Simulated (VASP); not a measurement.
# Si2Ni (P-1) in VASP: single point with revPBE

Aim: the single point of Si2Ni with revPBE.

Program: VASP 6.6.1. These are calculated values, not measurements. Logs are shortened: lines on timing, memory, paths and dates and some standing lists are left out, and cuts for length are marked.

## 1. The cell of the first run

The typed cell holds 3 atoms: a = 4.058 Å, b = 3.700 Å, c = 3.729 Å, α = 56.94°, β = 61.18°, γ = 62.53°.

## 2. Single point, revPBE

File INCAR:

```
SYSTEM = Si2Ni
PREC = Accurate
ENCUT = 600
EDIFF = 1E-6
ISMEAR = -5
SIGMA = 0.1
LREAL = .FALSE.
LASPH = .TRUE.
NELM = 120
ALGO = Normal
ISIF = 2
LWAVE = .FALSE.
LCHARG = .FALSE.
GGA = RE
NBANDS = 16
GGA_COMPAT = .FALSE.
```

File KPOINTS:

```
Automatic mesh
0
G
  3 6 1
  0 0 0
```

File POSCAR:

```
Si2Ni
1.0
   -0.1994696609      2.9002892954      2.8316487165
    2.6727035778      0.0746560520      2.5575230035
    2.6594217583      2.6128817630      0.0879378715
Si Ni
2 1
Direct
    0.2500000000      0.2500000000      0.2500000000
    0.7500000000      0.7500000000      0.7500000000
    0.0000000000      0.0000000000      0.0000000000
```

Potentials or basis: VASP PAW PBE potentials, release 64 (Si, Ni).

Started as:

```bash
> cat potpaw_PBE.64/Si/POTCAR potpaw_PBE.64/Ni/POTCAR > POTCAR
> mpirun -np 1 vasp_std > vasp.out
```

OUTCAR:

```text
SYSTEM = Si2Ni
   PREC = Accurate
   ENCUT = 600
   EDIFF = 1E-6
   ISMEAR = -5
   LREAL = .FALSE.
   LASPH = .TRUE.
   NELM = 120
   ISIF = 2
   GGA = RE

 ion  position               nearest neighbor table
   1  0.250  0.250  0.250-   3 2.24   3 2.26   3 2.34   3 2.57   2 2.66   2 2.66   2 2.73   2 2.73
                             2 2.77   2 2.77
   2  0.750  0.750  0.750-   3 2.24   3 2.26   3 2.34   3 2.57   1 2.66   1 2.66   1 2.73   1 2.73
                             1 2.77   1 2.77
   3  0.000  0.000  0.000-   2 2.24   1 2.24   2 2.26   1 2.26   1 2.34   2 2.34   2 2.57   1 2.57

  LATTYP: Found a triclinic cell.
 ALAT       =     3.9728846494
 B/A-ratio  =     1.0164922668
 C/A-ratio  =     0.9386790957
 COS(alpha) =     0.0153495389
 COS(beta)  =     0.4461925723
 COS(gamma) =     0.6092861058

  Lattice vectors:

 A1 = (  -2.8588914192,   0.2874075324,   2.7437108450)
 A2 = (  -2.8721732387,   2.8256332434,   0.2741257130)
 A3 = (  -2.6594217583,  -2.6128817630,  -0.0879378715)

Analysis of symmetry for initial positions (statically):
=====================================================================
 Subroutine PRICEL returns:
 Original cell was already a primitive cell.

 Routine SETGRP: Setting up the symmetry group for a
 triclinic supercell.

 Subroutine GETGRP returns: Found  2 space group operations
 (whereof  2 operations were pure point group operations)
 out of a pool of  2 trial point group operations.

The static configuration has the point symmetry S_2 .

Analysis of symmetry for dynamics (positions and initial velocities):
=====================================================================
 Subroutine PRICEL returns:
 Original cell was already a primitive cell.

 Routine SETGRP: Setting up the symmetry group for a
 triclinic supercell.

 Subroutine GETGRP returns: Found  2 space group operations
 (whereof  2 operations were pure point group operations)
 out of a pool of  2 trial point group operations.

The dynamic configuration has the point symmetry S_2 .

 Subroutine INISYM returns: Found  2 space group operations
 (whereof  2 operations are pure point group operations),
 and found     1 'primitive' translations

----------------------------------------------------------------------------------------

                                     Primitive cell

  volume of cell :      39.5889

  direct lattice vectors                    reciprocal lattice vectors
    -0.199469661  2.900289295  2.831648717    -0.168631620  0.165867218  0.171384321
     2.672703578  0.074656052  2.557523004     0.180447506 -0.190661761  0.207994751
     2.659421758  2.612881763  0.087937872     0.182024687  0.204054828 -0.196178865

  length of vectors
     4.058287890  3.699978629  3.729263770     0.292097831  0.334925404  0.336537526

  position of ions in fractional coordinates (direct lattice)
     0.250000000  0.250000000  0.250000000
     0.750000000  0.750000000  0.750000000
     0.000000000  0.000000000  0.000000000

  ion indices of the primitive-cell ions
   primitive index   ion index
                 1           1
                 2           2
                 3           3

----------------------------------------------------------------------------------------

 KPOINTS: Automatic mesh

Automatic generation of k-mesh.
 Grid dimensions read from file:
 generate k-points for:    3    6    1

 Generating k-lattice:

  Cartesian coordinates                     Fractional coordinates (reciprocal lattice)
    -0.056210540  0.055289073  0.057128107     0.333333333  0.000000000  0.000000000
     0.030074584 -0.031776960  0.034665792     0.000000000  0.166666667  0.000000000
     0.182024687  0.204054828 -0.196178865    -0.000000000 -0.000000000  1.000000000

  Length of vectors
     0.097365944  0.055820901  0.336537526

  Shift w.r.t. Gamma in fractional coordinates (k-lattice)
     0.000000000  0.000000000  0.000000000

 TETIRR: Found     52 inequivalent tetrahedra from      108

 Subroutine IBZKPT returns following result:
 ===========================================

 Found     10 irreducible k-points:

 Following reciprocal coordinates:
            Coordinates               Weight
  0.000000  0.000000  0.000000      1.000000
  0.333333  0.000000 -0.000000      2.000000
  0.000000  0.166667  0.000000      2.000000
  0.333333  0.166667 -0.000000      2.000000
 -0.333333  0.166667 -0.000000      2.000000
  0.000000  0.333333  0.000000      2.000000
  0.333333  0.333333 -0.000000      2.000000
 -0.333333  0.333333 -0.000000      2.000000
  0.000000  0.500000 -0.000000      1.000000
  0.333333  0.500000 -0.000000      2.000000
   k-points           NKPTS =     10   k-points in BZ     NKDIM =     10   number of bands    NBANDS=     16
   number of dos      NEDOS =    301   number of ions     NIONS =      3
   total plane-waves  NPLWV =  28800
   dimension x,y,z NGX =    32 NGY =   30 NGZ =   30
   dimension x,y,z NGXF=    64 NGYF=   60 NGZF=   60
   ions per type =               2   1
   NGX,Y,Z   is equivalent  to a cutoff of  13.11, 13.48, 13.37 a.u.
   NGXF,Y,Z  is equivalent  to a cutoff of  26.22, 26.96, 26.75 a.u.
 SYSTEM =  Si2Ni
   PREC   = accura    normal or accurate (medium, high low for compatibility)
   ISTART =      0    job   : 0-new  1-cont  2-samecut
   ICHARG =      2    charge: 1-file 2-atom 10-const
   ISPIN  =      1    spin polarized calculation?
   LNONCOLLINEAR =      F non collinear calculations
   LSORBIT =      F    spin-orbit coupling
   LASPH  =      T    aspherical Exc in radial PAW
   ENCUT  =  600.0 eV  44.10 Ry    6.64 a.u.   8.11  7.39  7.45*2*pi/ulx,y,z
   NELM   =    120;   NELMIN=  2; NELMDL= -5     # of ELM steps
   EDIFF  = 0.1E-05   stopping-criterion for ELM
   LREAL  =      F    real-space projection
   EDIFFG = 0.1E-04   stopping-criterion for IOM
   NSW    =      0    number of steps for IOM
   IBRION =     -1    ionic relax: 0-MD 1-quasi-New 2-CG
   NFREE  =      0    steps in history (QN), initial steepest desc. (CG)
   ISIF   =      2    stress and relaxation
   ISYM   =      2    0-nonsym 1-usesym 2-fastsym
   POTIM  = 0.5000    time-step for ionic-motion
   TEBEG  =    0.0;   TEEND  =   0.0 temperature during run
   PSTRESS=    0.0 pullay stress
   NELECT =      18.0000    total number of electrons
   NUPDOWN=      -1.0000    fix difference up-down
   EMIN   =  10.00;   EMAX   =-10.00  energy-range for DOS
   EFERMI =   0.00;   METHOD = LEGACY
   ISMEAR =    -5;   SIGMA  =   0.10  broadening in eV -4-tet -1-fermi 0-gaus
   EFERMI_NEDOS =   21; number of points for ismear=-14 and -15
   IALGO  =     38    algorithm
   IMIX   =      4    mixing-type and parameters
     AMIX     =   0.40;   BMIX     =  1.00
     AMIX_MAG =   1.60;   BMIX_MAG =  1.00
  volume/ion in A,a.u.               =      13.20        89.05
  Fermi-wavevector in a.u.,A,eV,Ry     =   1.258852  2.378885 21.561251  1.584707
  Thomas-Fermi vector in A             =   2.392441
   LORBIT       =      0    0 simple, 1 ext, 2 COOP (PROOUT), +10 PAW based schemes
   GGA     = RE    functional components
   LHFCALC =     F    Hartree Fock is set to
   AEXX    =    0.0000 exact exchange contribution
   IVDW    =     0    specifies the selected vdW correction
   LEPSILON=     F    determine dielectric tensor
   LRPA    =     F    only Hartree local field effects (RPA)
 non-spin polarized calculation
 Fermi weights with tetrahedron method with Bloechl corrections
  energy-cutoff  :      600.00
  volume of cell :       39.59
 maximum number of plane-waves:      1336
   NGX = 17   NGY = 15   NGZ = 15

 number of electron      18.0000003 magnetization

 Free energy of the ion-electron system (eV)
  ---------------------------------------------------
  ext. energy  EPLUGINS =         0.00000000
  ---------------------------------------------------
  free energy    TOTEN  =       -12.58499373 eV

  energy without entropy =      -12.58499373  energy(sigma->0) =      -12.58499373

 E-fermi :  10.7018     XC(G=0): -11.4957

 val. band max:       11.1618892937   @ k =   0.0000   0.0000   0.0000
 cond. band min:      10.9347796367   @ k =   0.3333   0.0000  -0.0000
 fundamental gap:     -0.2271096570
 Fermi energy:        10.7018186009

 k-point     1 :       0.0000    0.0000    0.0000
  band No.  band energies     occupation
      1      -3.2961      2.00000
      2       4.9833      2.00000
      3       5.2907      2.00000
      4       5.4397      2.00000
      5       6.9444      2.00000
      6       7.0581      2.00000
[... 8 lines left out ...]
     15      15.4770      0.00000
     16      16.4197      0.00000

 k-point     2 :       0.3333    0.0000   -0.0000
  band No.  band energies     occupation
      1      -1.9770      2.00000
      2       1.8460      2.00000
      3       5.4413      2.00000
      4       5.6001      2.00000
      5       7.0159      2.00000
      6       7.1517      2.00000
[... 8 lines left out ...]
     15      17.3949      0.00000
     16      17.6860      0.00000

 k-point     3 :       0.0000    0.1667    0.0000
  band No.  band energies     occupation
      1      -2.8468      2.00000
      2       4.7217      2.00000
      3       5.1292      2.00000
      4       5.4468      2.00000
      5       6.8587      2.00000
      6       6.9367      2.00000
[... 8 lines left out ...]
     15      15.6538      0.00000
     16      16.6122      0.00000

 k-point     4 :       0.3333    0.1667   -0.0000
  band No.  band energies     occupation
      1      -1.9256      2.00000
      2       2.7108      2.00000
      3       5.3137      2.00000
      4       5.4939      2.00000
      5       6.6580      2.00000
      6       7.1380      2.00000
[... 8 lines left out ...]
     15      18.0977      0.00000
     16      18.7065      0.00000
[... 58 lines left out ...]
 k-point     8 :      -0.3333    0.3333   -0.0000
  band No.  band energies     occupation
      1       0.3899      2.00000
      2       1.7349      2.00000
      3       3.6056      2.00000
      4       5.7735      2.00000
      5       6.2831      2.00000
      6       6.4477      2.00000
[... 8 lines left out ...]
     15      18.5704      0.00000
     16      19.5178      0.00000

 k-point     9 :       0.0000    0.5000   -0.0000
  band No.  band energies     occupation
      1       0.1952      2.00000
      2       0.8840      2.00000
      3       5.4738      2.00000
      4       5.7842      2.00000
      5       6.5630      2.00000
      6       7.1569      2.00000
[... 8 lines left out ...]
     15      19.2650      0.00000
     16      20.9273      0.00000

 k-point    10 :       0.3333    0.5000   -0.0000
  band No.  band energies     occupation
      1       0.6038      2.00000
      2       2.3045      2.00000
      3       3.6429      2.00000
      4       5.4508      2.00000
      5       6.1090      2.00000
      6       6.9937      2.00000
[... 8 lines left out ...]
     15      21.0177      0.00000
     16      21.2761      0.00000

------------------------ aborting loop because EDIFF is reached ----------------------------------------

  FORCE on cell =-STRESS in cart. coord.  units (eV):
  Direction    XX          YY          ZZ          XY          YZ          ZX
  --------------------------------------------------------------------------------------
  -------------------------------------------------------------------------------------
  Total        6.0271739      4.7955233      4.7713050      1.9126454     -1.4985583      0.8398983
  in kB      243.9219522    194.0765968    193.0964716     77.4054667    -60.6472082     33.9909955
  external PRESSURE =     210.3650068 kB  Pullay stress =       0.0000000 kB

 VOLUME and BASIS-vectors are now :
 -----------------------------------------------------------------------------
  energy-cutoff  :      600.00
  volume of cell :       39.59
      direct lattice vectors                 reciprocal lattice vectors
    -0.199469661  2.900289295  2.831648717    -0.168631620  0.165867218  0.171384321
     2.672703578  0.074656052  2.557523004     0.180447506 -0.190661761  0.207994751
     2.659421758  2.612881763  0.087937872     0.182024687  0.204054828 -0.196178865

 POSITION                                       TOTAL-FORCE (eV/Angst)
 -----------------------------------------------------------------------------------
      1.28316      1.39696      1.36928        -0.986007     -0.180022      1.850190
      3.84949      4.19087      4.10783         0.986007      0.180022     -1.850190
      0.00000      0.00000      0.00000        -0.000000      0.000000      0.000000
 -----------------------------------------------------------------------------------
    total drift:                                0.000000     -0.000000      0.000000

  FREE ENERGIE OF THE ION-ELECTRON SYSTEM (eV)
  ---------------------------------------------------
  free  energy   TOTEN  =       -12.5849937296 eV

  energy  without entropy=      -12.5849937296  energy(sigma->0) =      -12.58499373
```

Wall time 18 s (1 thread of Intel Xeon 8259CL, shared host); peak memory 0.17 GiB.

Results:

* Free energy: -12.5850 eV
* Pressure: 21.0 GPa
* Largest force: 2.104 eV/Å
* Band gap on the k mesh: zero (band 9 reaches 12.57 eV, above the bottom of band 10 at 9.99 eV)

Forces in eV/Å, atoms in the order of the input:
```
Si  -0.986 -0.180  1.850
Si   0.986  0.180 -1.850
Ni   0.000  0.000  0.000
```

Stress tensor (GPa, compression positive):
```
24.39  7.74  3.40
 7.74 19.41 -6.06
 3.40 -6.06 19.31
```

Caveat: the k points lie up to 2.11 Å⁻¹ apart; the PAW data sets were made with another functional, which shifts forces and pressure a little; tetrahedron occupations give inexact forces and stress in metals.
